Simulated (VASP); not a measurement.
Wanted: the native input for a VASP 6.6.1 run.

```yaml
Task: single point
Functional: PBEsol
Potentials_or_basis: VASP PAW PBE potentials, release 64 (Hf_pv, B)
Cutoff: 520 eV
k_mesh: 16 × 16 × 16
Occupations: gaussian, width 0.1 eV
Spin: no spin polarisation
Dipole_correction: no
Further_INCAR_settings: ALGO = Normal; EDIFF = 1e-06; NBANDS = 14
```

The structure of HfB lies in POSCAR:

```
HfB
1.0
    0.0000000000      2.4176516992      2.4176516992
    2.4176516992      0.0000000000      2.4176516992
    2.4176516992      2.4176516992      0.0000000000
Hf B
1 1
Direct
    0.5000000000      0.5000000000      0.5000000000
    0.0000000000      0.0000000000      0.0000000000
```

This cell differs from its parent crystal: volume scaled by 1.03.

One way to write it, as run:

INCAR

```
ALGO = Normal ; EDIFF = 1E-6
ENCUT = 520 ; GGA = PS
ISIF = 2 ; ISMEAR = 0
LASPH = True ; LCHARG = False
LREAL = False ; LWAVE = False
NBANDS = 14 ; NELM = 100
PREC = Accurate ; SIGMA = 0.1
```

KPOINTS

```
k-points
0
Gamma
  16 16 16
```

Potentials or basis: VASP PAW PBE potentials, release 64 (Hf_pv, B).

Run with:

```console
$ cat potpaw_PBE.64/Hf_pv/POTCAR potpaw_PBE.64/B/POTCAR > POTCAR
$ mpirun -np 1 vasp_std > vasp.out
```

Results of the run:

* Pressure: -4.9 GPa

Caveat: the PAW data sets were made with another functional, which shifts forces and pressure a little.

Wall time 43 s on 1 thread of Intel(R) Xeon(R) Platinum 8375C CPU @ 2.90GHz (Ice Lake) (shared host), peak memory 0.19 GiB.
